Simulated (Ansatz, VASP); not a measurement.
**KBr in VASP and in Ansatz**

INCAR

```
SYSTEM = KBr
  ALGO = Normal
  EDIFF = 1E-6
  ENCUT = 500
  GGA = PS
  GGA_COMPAT = .FALSE.
  ISIF = 2
  ISMEAR = 0
  LASPH = .TRUE.
  LCHARG = .FALSE.
  LREAL = .FALSE.
  LWAVE = .FALSE.
  NBANDS = 15
  NELM = 120
  PREC = Accurate
  SIGMA = 0.1
```

KPOINTS

```
k-points
0
G
  6 6 6
  0 0 0
```

File POSCAR:

```
KBr
1.0
    0.0000000000      3.2733087712      3.2733087712
    3.2733087712      0.0000000000      3.2733087712
    3.2733087712      3.2733087712      0.0000000000
K Br
1 1
Direct
    0.0000000000      0.0000000000      0.0000000000
    0.5000000000      0.5000000000      0.5000000000
```

Input for Ansatz:

```yaml
crystal:
  lattice:
    - [0.0, 3.2733087712, 3.2733087712]
    - [3.2733087712, 0.0, 3.2733087712]
    - [3.2733087712, 3.2733087712, 0.0]
  atoms:
    - { symbol: K, position: [0.0, 0.0, 0.0] }
    - { symbol: Br, position: [0.5, 0.5, 0.5] }
basis:
  ecutwfc: 420
kpoints:
  mp_grid: { grid: [6, 6, 6] }
hamiltonian:
  xc: pbesol
scf:
  occupations: { method: gaussian, width: 0.1 }
output:
  forces: true
  stress: true
  eigenvalues: true
```

Alike in both runs: task single point; functional PBEsol; k mesh 6 × 6 × 6; occupations gaussian, width 0.1 eV; no spin polarisation.

|  | VASP | Ansatz |
| --- | --- | --- |
| version | VASP 6.6.1 | Ansatz 0.2.0 |
| potentials or method | VASP PAW PBE potentials, release 64 (K_sv, Br), cutoff 500 eV | scalar-relativistic, plane waves, PAW |
| valence electrons in the cell | 16 | 16 |

VASP gave:

| Item | Value |
| --- | --- |
| gap on the k mesh at the Fermi level (eV) | 4.34 |
| least direct gap on the mesh (eV) | 4.34 |
| pressure (GPa) | 0.1 |

Which values does Ansatz return?

gap on the k mesh at the Fermi level (eV): 4.34; least direct gap on the mesh (eV): 4.34; pressure (GPa): 0.0.

VASP's potentials were made for PBE, not for PBEsol. With one functional, cell and mesh, what is left measures potentials, basis and numerics.
